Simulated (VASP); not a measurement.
**Ga3As3CO: single point with PBE+D3(BJ)**

System: Ga3As3CO, a slab with vacuum.

```
CELL_PARAMETERS angstrom
4.01370 0.00000 0.00000
0.00000 5.67623 0.00000
0.00000 0.00000 23.33527
ATOMIC_POSITIONS crystal
Ga 0.50000 0.50000 0.17141
Ga 0.00000 0.06538 0.26800
Ga 0.50000 0.48946 0.32285
As 0.00000 0.25000 0.17141
As 0.50000 0.81022 0.25049
As 0.00000 0.28876 0.35934
O 0.50000 0.03876 0.48361
C 0.50000 0.03876 0.53290
```

| Property | Result |
| --- | --- |
| Program | VASP 6.6.1 |
| Task | single point |
| Functional | PBE |
| Dispersion | D3(BJ) |
| Potentials or basis | VASP PAW PBE potentials, release 64 (Ga_d, As, O, C) |
| Cutoff | 520 eV |
| k mesh | 7 × 5 × 1 |
| Occupations | gaussian, width 0.05 eV |
| Spin | no spin polarisation |
| Dipole correction | yes |
| Further INCAR settings | ALGO = Normal; EDIFF = 1e-07; NBANDS = 42 |

The largest force is 1.107 eV/Å. The band gap on the k mesh is 0.40 eV (least direct gap 0.76 eV) and the dispersion energy per atom is -0.159 eV.

Forces on the atoms (eV/Å):
```
Ga   0.000 -0.311  1.029
Ga   0.000 -0.007  0.016
Ga   0.000 -0.001  0.006
As   0.000  0.318 -1.060
As   0.000  0.013 -0.010
As   0.000  0.002  0.035
O    0.000 -0.023  0.714
C    0.000  0.007 -0.729
```

Levels at points of the mesh, in eV from the valence-band top:
```tsv
k point	band 28	band 29	band 30	band 31	band 32	band 33	band 34	band 35	band 36	band 37
(0.00, 0.00, 0.00)	-1.98	-1.32	-0.89	-0.85	0.00	0.76	1.63	2.30	2.56	2.93
```

Run time: 15 min on 1 thread of AMD EPYC 7R13, on a shared host, peak memory 0.63 GiB.
